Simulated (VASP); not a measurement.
# FeS2 (Pnnm) in VASP: a series of runs

The runs below take FeS2 through relaxation of the atoms, single point, with PBEsol.

All numbers are computed with VASP 6.6.1; they aren't measurements. Logs are shortened: lines on timing, memory, paths and dates and some standing lists are left out, and cuts for length are marked.

## (1) The cell of the first run

It takes space group Pnnm (No. 58, orthorhombic). Conventional cell: a = 4.367 Å, b = 5.333 Å, c = 3.278 Å, α = 90.00°, β = 90.00°, γ = 90.00°. Fe (site symmetry 2/m) has 6 S at 2.19 Å within 2.9 Å. S (site symmetry m) has 3 Fe at 2.19 Å and 2 S at 2.24 to 2.90 Å within 2.9 Å.

## (2) Relaxation of the atoms, PBEsol (strain along c alone, the other axes held: -2.0 %)

File INCAR:

```
SYSTEM = FeS2
PREC = Accurate
ENCUT = 520
EDIFF = 1E-7
ISMEAR = 0
SIGMA = 0.02
LREAL = .FALSE.
LASPH = .TRUE.
NELM = 120
ALGO = Normal
ISIF = 2
LWAVE = .FALSE.
LCHARG = .FALSE.
GGA = PS
IBRION = 2
NSW = 60
EDIFFG = -0.008
GGA_COMPAT = .FALSE.
NELMIN = 4
KPAR = 4
```

File KPOINTS:

```
regular mesh
0
G
  6 6 8
  0 0 0
```

File POSCAR:

```
FeS2
1.0
    4.3674117449      0.0000000000      0.0000000000
    0.0000000000      5.3331402397      0.0000000000
    0.0000000000      0.0000000000      3.2775318483
Fe S
2 4
Direct
    0.5000000000      0.5000000000      0.5000000000
    0.0000000000      0.0000000000      0.0000000000
    0.2939084392      0.8743170051      0.5000000000
    0.7060915608      0.1256829949      0.5000000000
    0.2060915608      0.3743170051      0.0000000000
    0.7939084392      0.6256829949      0.0000000000
```

Potentials or basis: VASP PAW PBE potentials, release 64 (Fe, S).

Command:

```bash
> cat potpaw_PBE.64/Fe/POTCAR potpaw_PBE.64/S/POTCAR > POTCAR
> mpirun -np 4 vasp_std > vasp.out
```

OUTCAR:

```text
SYSTEM = FeS2
   PREC = Accurate
   ENCUT = 520
   EDIFF = 1E-7
   ISMEAR = 0
   LREAL = .FALSE.
   LASPH = .TRUE.
   NELM = 120
   ISIF = 2
   GGA = PS
   IBRION = 2
   NSW = 60
   EDIFFG = -0.008
   NELMIN = 4

 ion  position               nearest neighbor table
   1  0.500  0.500  0.500-   5 2.19   6 2.19   5 2.19   6 2.19   3 2.19   4 2.19
   2  0.000  0.000  0.000-   3 2.19   4 2.19   3 2.19   4 2.19   5 2.19   6 2.19
   3  0.294  0.874  0.500-   2 2.19   2 2.19   1 2.19   4 2.24
   4  0.706  0.126  0.500-   2 2.19   2 2.19   1 2.19   3 2.24
   5  0.206  0.374  0.000-   1 2.19   1 2.19   2 2.19   6 2.24
   6  0.794  0.626  0.000-   1 2.19   1 2.19   2 2.19   5 2.24

  LATTYP: Found a simple orthorhombic cell.
 ALAT       =     3.2775318483
 B/A-ratio  =     1.3325306807
 C/A-ratio  =     1.6271818205

  Lattice vectors:

 A1 = (   0.0000000000,   0.0000000000,   3.2775318483)
 A2 = (   4.3674117449,   0.0000000000,   0.0000000000)
 A3 = (   0.0000000000,   5.3331402397,   0.0000000000)

Analysis of symmetry for initial positions (statically):
=====================================================================
 Subroutine PRICEL returns:
 Original cell was already a primitive cell.

 Routine SETGRP: Setting up the symmetry group for a
 simple orthorhombic supercell.

 Subroutine GETGRP returns: Found  8 space group operations
 (whereof  4 operations were pure point group operations)
 out of a pool of  8 trial point group operations.

The static configuration has the point symmetry C_2h.
 The point group associated with its full space group is D_2h.

Analysis of symmetry for dynamics (positions and initial velocities):
=====================================================================
 Subroutine PRICEL returns:
 Original cell was already a primitive cell.

 Routine SETGRP: Setting up the symmetry group for a
 simple orthorhombic supercell.

 Subroutine GETGRP returns: Found  8 space group operations
 (whereof  4 operations were pure point group operations)
 out of a pool of  8 trial point group operations.

The dynamic configuration has the point symmetry C_2h.
 The point group associated with its full space group is D_2h.

 Subroutine INISYM returns: Found  8 space group operations
 (whereof  4 operations are pure point group operations),
 and found     1 'primitive' translations

----------------------------------------------------------------------------------------

                                     Primitive cell

  volume of cell :      76.3403

  direct lattice vectors                    reciprocal lattice vectors
     4.367411745  0.000000000  0.000000000     0.228968565  0.000000000  0.000000000
     0.000000000  5.333140240  0.000000000     0.000000000  0.187506789  0.000000000
     0.000000000  0.000000000  3.277531848     0.000000000  0.000000000  0.305107638

  length of vectors
     4.367411745  5.333140240  3.277531848     0.228968565  0.187506789  0.305107638

  position of ions in fractional coordinates (direct lattice)
     0.500000000  0.500000000  0.500000000
     0.000000000  0.000000000  0.000000000
     0.293908439  0.874317005  0.500000000
     0.706091561  0.125682995  0.500000000
     0.206091561  0.374317005  0.000000000
     0.793908439  0.625682995  0.000000000

  ion indices of the primitive-cell ions
   primitive index   ion index
                 1           1
                 2           2
                 3           3
                 4           4
                 5           5
                 6           6

----------------------------------------------------------------------------------------

 KPOINTS: regular mesh

Automatic generation of k-mesh.
 Grid dimensions read from file:
 generate k-points for:    6    6    8

 Generating k-lattice:

  Cartesian coordinates                     Fractional coordinates (reciprocal lattice)
     0.038161428  0.000000000  0.000000000     0.166666667  0.000000000  0.000000000
     0.000000000  0.031251131  0.000000000     0.000000000  0.166666667  0.000000000
     0.000000000  0.000000000  0.038138455     0.000000000  0.000000000  0.125000000

  Length of vectors
     0.038161428  0.031251131  0.038138455

  Shift w.r.t. Gamma in fractional coordinates (k-lattice)
     0.000000000  0.000000000  0.000000000

 Subroutine IBZKPT returns following result:
 ===========================================

 Found     80 irreducible k-points:

 Following reciprocal coordinates:
            Coordinates               Weight
  0.000000  0.000000  0.000000      1.000000
  0.166667  0.000000  0.000000      2.000000
  0.333333  0.000000  0.000000      2.000000
  0.500000  0.000000  0.000000      1.000000
  0.000000  0.166667  0.000000      2.000000
  0.166667  0.166667  0.000000      4.000000
[... 16 lines left out ...]
  0.333333  0.166667  0.125000      8.000000
  0.500000  0.166667  0.125000      4.000000
 [... further k-points ...]
   k-points           NKPTS =     80   k-points in BZ     NKDIM =     80   number of bands    NBANDS=     24
   number of dos      NEDOS =    301   number of ions     NIONS =      6
   total plane-waves  NPLWV =  30720
   dimension x,y,z NGX =    32 NGY =   40 NGZ =   24
   dimension x,y,z NGXF=    64 NGYF=   80 NGZF=   48
   ions per type =               2   4
   NGX,Y,Z   is equivalent  to a cutoff of  12.18, 12.47, 12.17 a.u.
   NGXF,Y,Z  is equivalent  to a cutoff of  24.36, 24.94, 24.35 a.u.
 SYSTEM =  FeS2
   PREC   = accura    normal or accurate (medium, high low for compatibility)
   ISTART =      0    job   : 0-new  1-cont  2-samecut
   ICHARG =      2    charge: 1-file 2-atom 10-const
   ISPIN  =      1    spin polarized calculation?
   LNONCOLLINEAR =      F non collinear calculations
   LSORBIT =      F    spin-orbit coupling
   LASPH  =      T    aspherical Exc in radial PAW
   ENCUT  =  520.0 eV  38.22 Ry    6.18 a.u.   8.12  9.92  6.09*2*pi/ulx,y,z
   NELM   =    120;   NELMIN=  4; NELMDL= -5     # of ELM steps
   EDIFF  = 0.1E-06   stopping-criterion for ELM
   LREAL  =      F    real-space projection
   EDIFFG = -.8E-02   stopping-criterion for IOM
   NSW    =     60    number of steps for IOM
   IBRION =      2    ionic relax: 0-MD 1-quasi-New 2-CG
   NFREE  =      1    steps in history (QN), initial steepest desc. (CG)
   ISIF   =      2    stress and relaxation
   ISYM   =      2    0-nonsym 1-usesym 2-fastsym
   POTIM  = 0.5000    time-step for ionic-motion
   TEBEG  =    0.0;   TEEND  =   0.0 temperature during run
   PSTRESS=    0.0 pullay stress
   NELECT =      40.0000    total number of electrons
   NUPDOWN=      -1.0000    fix difference up-down
   EMIN   =  10.00;   EMAX   =-10.00  energy-range for DOS
   EFERMI =   0.00;   METHOD = LEGACY
   ISMEAR =     0;   SIGMA  =   0.02  broadening in eV -4-tet -1-fermi 0-gaus
   EFERMI_NEDOS =   21; number of points for ismear=-14 and -15
   IALGO  =     38    algorithm
   IMIX   =      4    mixing-type and parameters
     AMIX     =   0.40;   BMIX     =  1.00
     AMIX_MAG =   1.60;   BMIX_MAG =  1.00
  volume/ion in A,a.u.               =      12.72        85.86
  Fermi-wavevector in a.u.,A,eV,Ry     =   1.319806  2.494072 23.699828  1.741888
  Thomas-Fermi vector in A             =   2.449678
   LORBIT       =      0    0 simple, 1 ext, 2 COOP (PROOUT), +10 PAW based schemes
   GGA     = PS    functional components
   LHFCALC =     F    Hartree Fock is set to
   AEXX    =    0.0000 exact exchange contribution
   IVDW    =     0    specifies the selected vdW correction
   LEPSILON=     F    determine dielectric tensor
   LRPA    =     F    only Hartree local field effects (RPA)
 conjugate gradient relaxation of ions
 non-spin polarized calculation
 Gauss-broadening in eV      SIGMA  =   0.02
  energy-cutoff  :      520.00
  volume of cell :       76.34
 maximum number of plane-waves:      2076
   NGX = 17   NGY = 19   NGZ = 13

--------------------------------------- Ionic step        1  -------------------------------------------

 number of electron      39.9999980 magnetization

 Free energy of the ion-electron system (eV)
  ---------------------------------------------------
  ext. energy  EPLUGINS =         0.00000000
  ---------------------------------------------------
  free energy    TOTEN  =       -39.52303463 eV

  energy without entropy =      -39.52303463  energy(sigma->0) =      -39.52303463

------------------------ aborting loop because EDIFF is reached ----------------------------------------

  FORCE on cell =-STRESS in cart. coord.  units (eV):
  Direction    XX          YY          ZZ          XY          YZ          ZX
  --------------------------------------------------------------------------------------
  -------------------------------------------------------------------------------------
  Total        1.5778878      0.7751515      3.8877897      0.0000000      0.0000000      0.0000000
  in kB       33.1156010     16.2683358     81.5941990      0.0000000      0.0000000      0.0000000
  external PRESSURE =      43.6593786 kB  Pullay stress =       0.0000000 kB
[... 105 lines left out ...]
  energy  without entropy=      -39.5251614462  energy(sigma->0) =      -39.52516145

--------------------------------------- Ionic step        4  -------------------------------------------

 number of electron      39.9999977 magnetization

 Free energy of the ion-electron system (eV)
  ---------------------------------------------------
  ext. energy  EPLUGINS =         0.00000000
  ---------------------------------------------------
  free energy    TOTEN  =       -39.52524684 eV

  energy without entropy =      -39.52524684  energy(sigma->0) =      -39.52524684

 E-fermi :   8.6769     XC(G=0): -12.2091

 val. band max:        8.5629714979   @ k =   0.3333   0.0000   0.0000
 cond. band min:       9.4869442803   @ k =   0.0000   0.5000   0.5000
 fundamental gap:      0.9239727824
 Fermi energy:         8.6769184709

 k-point     1 :       0.0000    0.0000    0.0000
  band No.  band energies     occupation
      1      -8.7202      2.00000
      2      -6.0809      2.00000
      3      -4.2681      2.00000
      4      -3.3713      2.00000
      5       0.4203      2.00000
      6       2.0304      2.00000
[... 637 lines left out ...]
     23      10.8513      0.00000
     24      10.8513      0.00000

 [... further k-points ...]

------------------------ aborting loop because EDIFF is reached ----------------------------------------

  FORCE on cell =-STRESS in cart. coord.  units (eV):
  Direction    XX          YY          ZZ          XY          YZ          ZX
  --------------------------------------------------------------------------------------
  -------------------------------------------------------------------------------------
  Total        1.5482297      0.8391083      3.6236425     -0.0000000      0.0000000      0.0000000
  in kB       32.4931578     17.6106160     76.0504629     -0.0000000      0.0000000      0.0000000
  external PRESSURE =      42.0514122 kB  Pullay stress =       0.0000000 kB
[... 21 lines left out ...]
  FREE ENERGIE OF THE ION-ELECTRON SYSTEM (eV)
  ---------------------------------------------------
  free  energy   TOTEN  =       -39.5252468449 eV

  energy  without entropy=      -39.5252468449  energy(sigma->0) =      -39.52524684

 reached required accuracy - stopping structural energy minimisation
```

Wall time 50 s (4 MPI ranks of Intel Xeon Platinum 8488C (Sapphire Rapids), shared host); peak memory 0.26 GiB.

What came out:

```
Free energy                  : -39.5252 eV
Energy gained by relaxing    : 0.4 meV/atom
Ionic steps                  : 4
Pressure after relaxing      : 4.2 GPa
Largest force after relaxing : 0.005 eV/Å
Band gap on the k mesh       : 0.92 eV (least direct gap 1.25 eV)
```

Forces on the atoms (eV/Å):
```
Fe   0.000  0.000  0.000
Fe   0.000  0.000  0.000
S    0.000  0.005  0.000
S    0.000 -0.005  0.000
S    0.000  0.005  0.000
S    0.000 -0.005  0.000
```

The path:
| step | energy change (eV) | largest force (eV/Å) | pressure (GPa) |
| --- | --- | --- | --- |
| 1 | 0.0000 | 0.1320 | 4.37 |
| 2 | -0.0020 | 0.0350 | 4.23 |
| 3 | -0.0021 | 0.0267 | 4.20 |
| 4 | -0.0022 | 0.0051 | 4.21 |

Final structure:
```yaml
crystal:
  lattice:
    - [4.36741, 0.00000, 0.00000]
    - [0.00000, 5.33314, 0.00000]
    - [0.00000, 0.00000, 3.27753]
  atoms:
    - { symbol: Fe, position: [0.50000, 0.50000, 0.50000] }
    - { symbol: Fe, position: [0.00000, 0.00000, 0.00000] }
    - { symbol: S, position: [0.29582, 0.87456, 0.50000] }
    - { symbol: S, position: [0.70418, 0.12544, 0.50000] }
    - { symbol: S, position: [0.20418, 0.37456, 0.00000] }
    - { symbol: S, position: [0.79582, 0.62544, 0.00000] }
```

Levels at points of the mesh, in eV from the valence-band top:
| k point | band 17 | band 18 | band 19 | band 20 | band 21 | band 22 | band 23 | band 24 |
| --- | --- | --- | --- | --- | --- | --- | --- | --- |
| (0.00, 0.00, 0.00) | -1.16 | -0.96 | -0.90 | -0.60 | 1.18 | 1.50 | 2.88 | 3.30 |
| (0.50, 0.00, 0.00) | -0.87 | -0.87 | -0.09 | -0.09 | 1.94 | 1.94 | 1.96 | 1.96 |
| (0.00, 0.50, 0.00) | -1.04 | -1.04 | -0.38 | -0.38 | 1.16 | 1.16 | 2.52 | 2.52 |
| (0.50, 0.50, 0.00) | -1.38 | -1.38 | -1.08 | -1.08 | 1.47 | 1.47 | 2.11 | 2.11 |
| (0.00, 0.00, 0.50) | -1.11 | -1.11 | -0.45 | -0.45 | 1.66 | 1.66 | 1.73 | 1.73 |
| (0.50, 0.00, 0.50) | -0.95 | -0.95 | -0.39 | -0.39 | 1.59 | 1.59 | 1.99 | 1.99 |
| (0.00, 0.50, 0.50) | -1.73 | -1.73 | -0.43 | -0.43 | 0.92 | 0.92 | 2.30 | 2.30 |
| (0.50, 0.50, 0.50) | -0.76 | -0.76 | -0.40 | -0.40 | 1.58 | 1.58 | 2.19 | 2.19 |

Caveat: the cell differs from its parent crystal (strain along c alone, the other axes held: -2.0 %); the PAW data sets were made with another functional, which shifts forces and pressure a little.

## (3) Single point, PBEsol

This run uses another cell than the first one, of 12.98 Å³/atom.

File INCAR:

```
SYSTEM = FeS2
  PREC = Accurate
  ENCUT = 600
  EDIFF = 1E-6
  ISMEAR = 0
  SIGMA = 0.02
  LREAL = .False.
  LASPH = .True.
  NELM = 120
  ALGO = Normal
  ISIF = 2
  LWAVE = .False.
  LCHARG = .True.
  GGA = PS
  LELF = .True.
  LVHAR = .True.
  NBANDS = 29
  GGA_COMPAT = .False.
```

File KPOINTS:

```
regular mesh
0
Gamma
  6 6 8
  0 0 0
```

File POSCAR:

```
FeS2
1.0
    4.3674117449      0.0000000000      0.0000000000
    0.0000000000      5.3331402397      0.0000000000
    0.0000000000      0.0000000000      3.3444202533
Fe S
2 4
Direct
    0.5000000000      0.5000000000      0.5000000000
    0.0000000000      0.0000000000      0.0000000000
    0.2928643982      0.8744129759      0.5000000000
    0.7071356018      0.1255870241      0.5000000000
    0.2071356018      0.3744129759      0.0000000000
    0.7928643982      0.6255870241      0.0000000000
```

Potentials or basis: VASP PAW PBE potentials, release 64 (Fe, S).

Command:

```bash
> cat potpaw_PBE.64/Fe/POTCAR potpaw_PBE.64/S/POTCAR > POTCAR
> mpirun -np 1 vasp_std > vasp.out
```

It took 3.9 min on 1 thread of Oxide Virtual Turin-like, shared host; peak memory 0.29 GiB.

It converged, with:

```yaml
Free_energy: -39.5648 eV
Pressure: 0.6 GPa
Largest_force: 0.053 eV/Å
Band_gap_on_the_k_mesh: 0.93 eV (least direct gap 1.26 eV)
```

Forces in eV/Å, atoms in the order of the input:
```
Fe   0.000  0.000  0.000
Fe   0.000  0.000  0.000
S    0.047  0.025  0.000
S   -0.047 -0.025  0.000
S   -0.047  0.025  0.000
S    0.047 -0.025  0.000
```

Stress tensor (GPa, compression positive):
```
0.46 0.00 0.00
0.00 0.59 0.00
0.00 0.00 0.62
```

Levels at points of the mesh, in eV from the valence-band top:
| k point | band 16 | band 17 | band 18 | band 19 | band 20 | band 21 | band 22 | band 23 | band 24 | band 25 |
| --- | --- | --- | --- | --- | --- | --- | --- | --- | --- | --- |
| (0.00, 0.00, 0.00) | -1.26 | -1.02 | -0.85 | -0.84 | -0.49 | 1.12 | 1.51 | 2.86 | 3.27 | 3.60 |
| (0.50, 0.00, 0.00) | -1.17 | -0.72 | -0.72 | -0.12 | -0.12 | 1.91 | 1.91 | 1.96 | 1.96 | 2.95 |
| (0.00, 0.50, 0.00) | -1.12 | -0.88 | -0.88 | -0.36 | -0.36 | 1.14 | 1.14 | 2.60 | 2.60 | 3.09 |
| (0.50, 0.50, 0.00) | -1.25 | -1.23 | -1.23 | -1.02 | -1.02 | 1.51 | 1.51 | 2.14 | 2.14 | 3.29 |
| (0.00, 0.00, 0.50) | -1.51 | -0.96 | -0.96 | -0.47 | -0.47 | 1.60 | 1.60 | 1.81 | 1.81 | 2.20 |
| (0.50, 0.00, 0.50) | -1.14 | -0.82 | -0.82 | -0.38 | -0.38 | 1.58 | 1.58 | 1.97 | 1.97 | 3.82 |
| (0.00, 0.50, 0.50) | -2.02 | -1.59 | -1.59 | -0.43 | -0.43 | 0.93 | 0.93 | 2.36 | 2.36 | 3.15 |
| (0.50, 0.50, 0.50) | -1.53 | -0.65 | -0.65 | -0.41 | -0.41 | 1.63 | 1.63 | 2.22 | 2.22 | 2.67 |

Caveat: the PAW data sets were made with another functional, which shifts forces and pressure a little.

## (4) Single point, PBEsol (strain along c alone, the other axes held: +1.0 %, then relaxed in part)

File INCAR:

```
SYSTEM = FeS2
PREC     = Accurate       ! precision mode
ENCUT    = 600            ! plane-wave cutoff, eV
EDIFF    = 1E-6           ! SCF threshold, eV
ISMEAR   = 0              ! smearing method
SIGMA    = 0.02           ! smearing width, eV
LREAL    = .FALSE.        ! projectors in reciprocal space
LASPH    = .TRUE.         ! aspherical terms in the spheres
NELM     = 120            ! most SCF steps
ALGO     = Normal         ! electronic algorithm
ISIF     = 2              ! what is computed and relaxed
LWAVE    = .FALSE.        ! write WAVECAR
LCHARG   = .TRUE.         ! write CHGCAR
GGA      = PS             ! functional
LELF     = .TRUE.         ! ELF
LVHAR    = .TRUE.       
NBANDS   = 29             ! bands
GGA_COMPAT= .FALSE.
```

File KPOINTS:

```
regular mesh
0
G
  6 6 8
  0 0 0
```

File POSCAR:

```
FeS2
1.0
    4.3674117449      0.0000000000      0.0000000000
    0.0000000000      5.3331402397      0.0000000000
    0.0000000000      0.0000000000      3.3778644559
Fe S
2 4
Direct
    0.5000000000      0.5000000000      0.5000000000
    0.0000000000      0.0000000000      0.0000000000
    0.2919052605      0.8745041085      0.5000000000
    0.7080947395      0.1254958915      0.5000000000
    0.2080947395      0.3745041085      0.0000000000
    0.7919052605      0.6254958915      0.0000000000
```

Command:

```bash
> cat potpaw_PBE.64/Fe/POTCAR potpaw_PBE.64/S/POTCAR > POTCAR
> mpirun -np 1 vasp_std > vasp.out
```

Wall time 2.7 min (1 thread of Oxide Virtual Turin-like, shared host); peak memory 0.29 GiB.

The run converged. Its results:

- Free energy: -39.5590 eV
- Pressure: -1.1 GPa
- Largest force: 0.051 eV/Å
- Band gap on the k mesh: 0.93 eV (least direct gap 1.26 eV)

Forces in eV/Å, atoms in the order of the input:
```
Fe   0.000  0.000  0.000
Fe   0.000  0.000  0.000
S    0.044  0.024  0.000
S   -0.044 -0.024  0.000
S   -0.044  0.024  0.000
S    0.044 -0.024  0.000
```

Stress tensor (GPa, compression positive):
```
-0.71  0.00  0.00
 0.00  0.13  0.00
 0.00  0.00 -2.67
```

Levels at points of the mesh, in eV from the valence-band top:
```tsv
k point	band 17	band 18	band 19	band 20	band 21	band 22	band 23	band 24
(0.00, 0.00, 0.00)	-0.97	-0.81	-0.79	-0.45	1.10	1.51	2.85	3.24
(0.50, 0.00, 0.00)	-0.65	-0.65	-0.14	-0.14	1.89	1.89	1.96	1.96
(0.00, 0.50, 0.00)	-0.81	-0.81	-0.34	-0.34	1.14	1.14	2.63	2.63
(0.50, 0.50, 0.00)	-1.16	-1.16	-0.99	-0.99	1.52	1.52	2.14	2.14
(0.00, 0.00, 0.50)	-0.90	-0.90	-0.48	-0.48	1.56	1.56	1.84	1.84
(0.50, 0.00, 0.50)	-0.76	-0.76	-0.38	-0.38	1.57	1.57	1.98	1.98
(0.00, 0.50, 0.50)	-1.52	-1.52	-0.43	-0.43	0.93	0.93	2.37	2.37
(0.50, 0.50, 0.50)	-0.61	-0.61	-0.41	-0.41	1.66	1.66	2.24	2.24
```

Caveat: the cell differs from its parent crystal (strain along c alone, the other axes held: +1.0 %, then relaxed in part); the PAW data sets were made with another functional, which shifts forces and pressure a little.

(Part 1 of 2 ends here.)
